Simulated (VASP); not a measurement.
# TaN (P-6m2) in VASP: further runs

TaN is run at these levels: PBE+U, B3LYP; tasks: relaxation of cell and atoms, single point.

All numbers are computed with VASP 6.6.1; they aren't measurements. Logs are shortened: lines on timing, memory, paths and dates and some standing lists are left out, and cuts for length are marked.

## Step 1: The cell of the first run

Symmetry: P-6m2, No. 187, hexagonal system. Conventional cell: a = 2.938 Å, b = 2.938 Å, c = 2.883 Å, α = 90.00°, β = 90.00°, γ = 120.00°. Within 2.9 Å of Ta (site symmetry -6m2) lie 6 N at 2.23 Å and 2 Ta at 2.88 Å. Within 2.9 Å of N (site symmetry -6m2) lie 6 Ta at 2.23 Å and 2 N at 2.88 Å.

## Step 2: Relaxation of cell and atoms, PBE+U

Input file INCAR:

```
SYSTEM = TaN
  PREC = Accurate
  ENCUT = 600
  EDIFF = 1E-7
  ISMEAR = -1
  SIGMA = 0.05
  LREAL = .FALSE.
  LASPH = .TRUE.
  NELM = 200
  ALGO = Normal
  ISIF = 3
  LWAVE = .FALSE.
  LCHARG = .FALSE.
  LMAXMIX = 4
  LDAU = .TRUE.
  LDAUTYPE = 2
  LDAUL = 2 -1
  LDAUU = 3 0
  LDAUJ = 0 0
  LDAUPRINT = 1
  GGA = PE
  IBRION = 2
  NSW = 60
  EDIFFG = -0.01
  GGA_COMPAT = .FALSE.
  NELMIN = 4
```

Input file KPOINTS:

```
Automatic mesh
0
G
  10 10 9
  0 0 0
```

Input file POSCAR:

```
TaN
1.0
    2.9380011100      0.0000000000      0.0000000000
   -1.4690005500      2.5443836000      0.0000000000
    0.0000000000      0.0000000000      2.8830022100
Ta N
1 1
Direct
    0.3333333333      0.6666666667      0.5000000000
    0.0000000000      0.0000000000      0.0000000000
```

Potentials or basis: VASP PAW PBE potentials, release 64 (Ta_sv_GW, N).

On the command line:

```console
$ cat potpaw_PBE.64/Ta_sv_GW/POTCAR potpaw_PBE.64/N/POTCAR > POTCAR
$ mpirun -np 1 vasp_std > vasp.out
```

OUTCAR:

```text
SYSTEM = TaN
   PREC = Accurate
   ENCUT = 600
   EDIFF = 1E-7
   ISMEAR = -1
   LREAL = .FALSE.
   LASPH = .TRUE.
   NELM = 200
   ISIF = 3
   GGA = PE
   IBRION = 2
   NSW = 60
   EDIFFG = -0.01
   NELMIN = 4

 ion  position               nearest neighbor table
   1  0.333  0.667  0.500-   2 2.23   2 2.23   2 2.23   2 2.23   2 2.23   2 2.23
   2  0.000  0.000  0.000-   1 2.23   1 2.23   1 2.23   1 2.23   1 2.23   1 2.23

  LATTYP: Found a hexagonal cell.
 ALAT       =     2.9380011100
 C/A-ratio  =     0.9812801636

  Lattice vectors:

 A1 = (   2.9380011100,   0.0000000000,   0.0000000000)
 A2 = (  -1.4690005500,   2.5443836000,   0.0000000000)
 A3 = (   0.0000000000,   0.0000000000,   2.8830022100)

Analysis of symmetry for initial positions (statically):
=====================================================================
 Subroutine PRICEL returns:
 Original cell was already a primitive cell.

 Routine SETGRP: Setting up the symmetry group for a
 hexagonal supercell.

 Subroutine GETGRP returns: Found 12 space group operations
 (whereof 12 operations were pure point group operations)
 out of a pool of 24 trial point group operations.

The static configuration has the point symmetry D_3h.

Analysis of symmetry for dynamics (positions and initial velocities):
=====================================================================
 Subroutine PRICEL returns:
 Original cell was already a primitive cell.

 Routine SETGRP: Setting up the symmetry group for a
 hexagonal supercell.

 Subroutine GETGRP returns: Found 12 space group operations
 (whereof 12 operations were pure point group operations)
 out of a pool of 24 trial point group operations.

The dynamic configuration has the point symmetry D_3h.

 Subroutine INISYM returns: Found 12 space group operations
 (whereof 12 operations are pure point group operations),
 and found     1 'primitive' translations

----------------------------------------------------------------------------------------

                                     Primitive cell

  volume of cell :      21.5516

  direct lattice vectors                    reciprocal lattice vectors
     2.938001110  0.000000000  0.000000000     0.340367468  0.196511249  0.000000000
    -1.469000550  2.544383600  0.000000000     0.000000000  0.393022499  0.000000000
     0.000000000  0.000000000  2.883002210     0.000000000  0.000000000  0.346860643

  length of vectors
     2.938001110  2.938001110  2.883002210     0.393022499  0.393022499  0.346860643

  position of ions in fractional coordinates (direct lattice)
     0.333333333  0.666666667  0.500000000
     0.000000000  0.000000000  0.000000000

  ion indices of the primitive-cell ions
   primitive index   ion index
                 1           1
                 2           2

----------------------------------------------------------------------------------------

 KPOINTS: Automatic mesh

Automatic generation of k-mesh.
 Grid dimensions read from file:
 generate k-points for:   10   10    9

 Generating k-lattice:

  Cartesian coordinates                     Fractional coordinates (reciprocal lattice)
     0.034036747  0.019651125  0.000000000     0.100000000  0.000000000  0.000000000
[... 74 lines left out ...]
   ISMEAR =    -1;   SIGMA  =   0.05  broadening in eV -4-tet -1-fermi 0-gaus
   EFERMI_NEDOS =   21; number of points for ismear=-14 and -15
   IALGO  =     38    algorithm
   IMIX   =      4    mixing-type and parameters
     AMIX     =   0.40;   BMIX     =  1.00
     AMIX_MAG =   1.60;   BMIX_MAG =  1.00
  volume/ion in A,a.u.               =      10.78        72.72
  Fermi-wavevector in a.u.,A,eV,Ry     =   1.541721  2.913430 32.339743  2.376904
  Thomas-Fermi vector in A             =   2.647627
   LORBIT       =      0    0 simple, 1 ext, 2 COOP (PROOUT), +10 PAW based schemes
 LDA+U is selected, type is set to LDAUTYPE =  2
   angular momentum for each species LDAUL =     2   -1
   U (eV)           for each species LDAUU =   3.0  0.0
   J (eV)           for each species LDAUJ =   0.0  0.0
   GGA     = PE    functional components
   LHFCALC =     F    Hartree Fock is set to
   AEXX    =    0.0000 exact exchange contribution
   IVDW    =     0    specifies the selected vdW correction
   LEPSILON=     F    determine dielectric tensor
   LRPA    =     F    only Hartree local field effects (RPA)
 conjugate gradient relaxation of ions
 non-spin polarized calculation
  energy-cutoff  :      600.00
  volume of cell :       21.55
 maximum number of plane-waves:       729
 NGX is ok and might be reduce to    24
   NGX = 11   NGY = 11   NGZ = 11

--------------------------------------- Ionic step        1  -------------------------------------------

 number of electron      17.9999999 magnetization

 Free energy of the ion-electron system (eV)
  ---------------------------------------------------
  ext. energy  EPLUGINS =         0.00000000
  ---------------------------------------------------
  free energy    TOTEN  =       -22.28491141 eV

  energy without entropy =      -22.28463330  energy(sigma->0) =      -22.28477235

------------------------ aborting loop because EDIFF is reached ----------------------------------------

  FORCE on cell =-STRESS in cart. coord.  units (eV):
  Direction    XX          YY          ZZ          XY          YZ          ZX
  --------------------------------------------------------------------------------------
  -------------------------------------------------------------------------------------
  Total        1.8506112      1.8506113      2.1703404      0.0000000      0.0000000      0.0000000
  in kB      137.5771350    137.5771352    161.3462691      0.0000003      0.0000000      0.0000000
  external PRESSURE =     145.5001798 kB  Pullay stress =       0.0000000 kB
[... 89 lines left out ...]
  FREE ENERGIE OF THE ION-ELECTRON SYSTEM (eV)
  ---------------------------------------------------
  free  energy   TOTEN  =       -22.3244628944 eV

  energy  without entropy=      -22.3241514613  energy(sigma->0) =      -22.32430718

[... ionic steps 4 to 8 ...]

--------------------------------------- Ionic step        9  -------------------------------------------

 number of electron      17.9999999 magnetization

------------------------ aborting loop because EDIFF is reached ----------------------------------------
[... 61 lines left out ...]
  FREE ENERGIE OF THE ION-ELECTRON SYSTEM (eV)
  ---------------------------------------------------
  free  energy   TOTEN  =       -22.3245705420 eV

  energy  without entropy=      -22.3242590116  energy(sigma->0) =      -22.32441478

atom =   1  type =  1  l = 2

 onsite density matrix

spin component  1

  0.2472  0.0000 -0.0000  0.0000  0.0000
  0.0000  0.1665 -0.0000  0.0000  0.0000
 -0.0000 -0.0000  0.2935  0.0000  0.0000
  0.0000  0.0000  0.0000  0.1665  0.0000
  0.0000  0.0000  0.0000  0.0000  0.2472

spin component  2

  0.2472  0.0000 -0.0000  0.0000  0.0000
  0.0000  0.1665 -0.0000  0.0000  0.0000
 -0.0000 -0.0000  0.2935  0.0000  0.0000
  0.0000  0.0000  0.0000  0.1665  0.0000
  0.0000  0.0000  0.0000  0.0000  0.2472

 occupancies and eigenvectors

  o =  0.1665  v =  0.0000  0.5330  0.0000 -0.8461 -0.0000  0.0000  0.0000  0.0000  0.0000  0.0000      0.0000  0.0000  0.0000  0.0000  0.0000  0.0000  0.0000  0.0000  0.0000  0.0000
  o =  0.1665  v =  0.0000  0.0000  0.0000  0.0000  0.0000  0.0000  0.5330  0.0000 -0.8461 -0.0000      0.0000  0.0000  0.0000  0.0000  0.0000  0.0000  0.0000  0.0000  0.0000  0.0000
  o =  0.1665  v =  0.0000 -0.8461 -0.0000 -0.5330  0.0000  0.0000  0.0000  0.0000  0.0000  0.0000      0.0000  0.0000  0.0000  0.0000  0.0000  0.0000  0.0000  0.0000  0.0000  0.0000
  o =  0.1665  v =  0.0000  0.0000  0.0000  0.0000  0.0000  0.0000 -0.8461 -0.0000 -0.5330  0.0000      0.0000  0.0000  0.0000  0.0000  0.0000  0.0000  0.0000  0.0000  0.0000  0.0000
  o =  0.2472  v =  0.0000  0.0000  0.0000  0.0000  0.0000 -0.9990  0.0000 -0.0000 -0.0000  0.0457      0.0000  0.0000  0.0000  0.0000  0.0000  0.0000  0.0000  0.0000  0.0000  0.0000
  o =  0.2472  v = -0.9990  0.0000 -0.0000 -0.0000  0.0457  0.0000  0.0000  0.0000  0.0000  0.0000      0.0000  0.0000  0.0000  0.0000  0.0000  0.0000  0.0000  0.0000  0.0000  0.0000
  o =  0.2472  v = -0.0457 -0.0000  0.0000 -0.0000 -0.9990  0.0000  0.0000  0.0000  0.0000  0.0000      0.0000  0.0000  0.0000  0.0000  0.0000  0.0000  0.0000  0.0000  0.0000  0.0000
  o =  0.2472  v =  0.0000  0.0000  0.0000  0.0000  0.0000 -0.0457 -0.0000  0.0000 -0.0000 -0.9990      0.0000  0.0000  0.0000  0.0000  0.0000  0.0000  0.0000  0.0000  0.0000  0.0000
  o =  0.2935  v =  0.0000  0.0000  0.0000  0.0000  0.0000 -0.0000  0.0000  1.0000  0.0000  0.0000      0.0000  0.0000  0.0000  0.0000  0.0000  0.0000  0.0000  0.0000  0.0000  0.0000
  o =  0.2935  v = -0.0000  0.0000  1.0000  0.0000  0.0000  0.0000  0.0000  0.0000  0.0000  0.0000      0.0000  0.0000  0.0000  0.0000  0.0000  0.0000  0.0000  0.0000  0.0000  0.0000

--------------------------------------- Ionic step       11  -------------------------------------------

 number of electron      17.9999999 magnetization

 Free energy of the ion-electron system (eV)
  ---------------------------------------------------
  ext. energy  EPLUGINS =         0.00000000
  ---------------------------------------------------
  free energy    TOTEN  =       -22.32456358 eV

  energy without entropy =      -22.32425224  energy(sigma->0) =      -22.32440791

 E-fermi :  12.4204     XC(G=0): -13.4563

 val. band max:       12.3000177241   @ k =   0.0000   0.0000   0.4444
 cond. band min:      12.6117282296   @ k =   0.0000   0.0000   0.3333
 fundamental gap:      0.3117105055
 Fermi energy:        12.4203561905

 k-point     1 :       0.0000    0.0000    0.0000
  band No.  band energies     occupation
      1     -57.0611      2.00000
      2     -23.3175      2.00000
      3     -23.0778      2.00000
      4     -23.0778      2.00000
      5      -5.4373      2.00000
      6       7.8121      2.00000
      7       7.8121      2.00000
      8       8.1507      2.00000
      9       9.1636      2.00000
     10      13.8515      0.00000
     11      15.6358      0.00000
     12      15.6358      0.00000
     13      16.4137      0.00000
[... 354 lines left out ...]
  band No.  band energies     occupation
      1     -56.9944      2.00000
      2     -23.8974      2.00000
      3     -23.3175      2.00000
      4     -23.2812      2.00000
      5      -3.2503      2.00000
      6       4.2504      2.00000
      7       7.0043      2.00000
      8       8.0664      2.00000
      9      10.0497      2.00000
     10      14.8398      0.00000
     11      15.7684      0.00000
     12      16.5908      0.00000
     13      17.8677      0.00000

 [... further k-points ...]
[... 5 lines left out ...]
  --------------------------------------------------------------------------------------
  -------------------------------------------------------------------------------------
  Total        0.0131105      0.0131105      0.0164592      0.0000000      0.0000000      0.0000000
  in kB        0.9357675      0.9357675      1.1747829      0.0000000      0.0000000      0.0000000
  external PRESSURE =       1.0154393 kB  Pullay stress =       0.0000000 kB
[... 17 lines left out ...]
  FREE ENERGIE OF THE ION-ELECTRON SYSTEM (eV)
  ---------------------------------------------------
  free  energy   TOTEN  =       -22.3245635818 eV

  energy  without entropy=      -22.3242522430  energy(sigma->0) =      -22.32440791

 reached required accuracy - stopping structural energy minimisation
```

Run time: 1.8 min. Hardware: 1 thread of Intel Xeon Platinum 8488C (Sapphire Rapids), shared host; peak memory 0.17 GiB.

What came out:

```yaml
Free_energy: -22.3246 eV
Relaxed_volume: 11.22 Å³/atom
Relaxed_cell: a = 2.977 Å, b = 2.977 Å, c = 2.925 Å, α = 90.00°, β = 90.00°, γ = 120.00°
Space_group_after_relaxing_to_0.05_Å: P-6m2 (No. 187)
Energy_gained_by_relaxing: 19.8 meV/atom
Ionic_steps: 11
Pressure_after_relaxing: 0.1 GPa
Band_gap_on_the_k_mesh: zero (band 9 reaches 12.61 eV, above the bottom of band 10 at 12.30 eV)
```

The path:
```
step  energy change (eV)  largest force (eV/Å)  pressure (GPa)  volume (Å³)
   1              0.0000                0.0000           14.55        21.55
   2              0.1629                0.0000          -25.71        24.75
   3             -0.0396                0.0000           -0.46        22.48
   4             -0.0396                0.0000            0.01        22.45
   5             -0.0396                0.0000            0.26        22.43
   6             -0.0396                0.0000            0.21        22.44
   7             -0.0396                0.0000            0.22        22.44
   8             -0.0396                0.0000            0.23        22.44
   9             -0.0396                0.0000           -0.37        22.48
  10             -0.0397                0.0000           -0.19        22.45
  11             -0.0397                0.0000            0.10        22.45
```

Final structure:
```cif
data_structure
_symmetry_space_group_name_H-M 'P 1'
_symmetry_Int_Tables_number 1
_cell_length_a 2.9769
_cell_length_b 2.9769
_cell_length_c 2.9248
_cell_angle_alpha 90.000
_cell_angle_beta 90.000
_cell_angle_gamma 120.000
_cell_volume 22.45
loop_
_atom_site_label
_atom_site_type_symbol
_atom_site_fract_x
_atom_site_fract_y
_atom_site_fract_z
_atom_site_occupancy
Ta1 Ta 0.33333 0.66667 0.50000 1
N1 N 0.00000 0.00000 0.00000 1
```

Eigenvalues of the final occupation matrices:
```csv
site,spin,trace,eigenvalues
site 1 d,1,1.12,0.17 0.17 0.25 0.25 0.29
site 1 d,2,1.12,0.17 0.17 0.25 0.25 0.29
```

Caveat: spin-orbit coupling is left out, which moves the levels of the heavy elements; U without spin polarisation on a metal has little footing. Zero-point motion and thermal expansion aren't in these numbers.

[end of part 1 of 2]
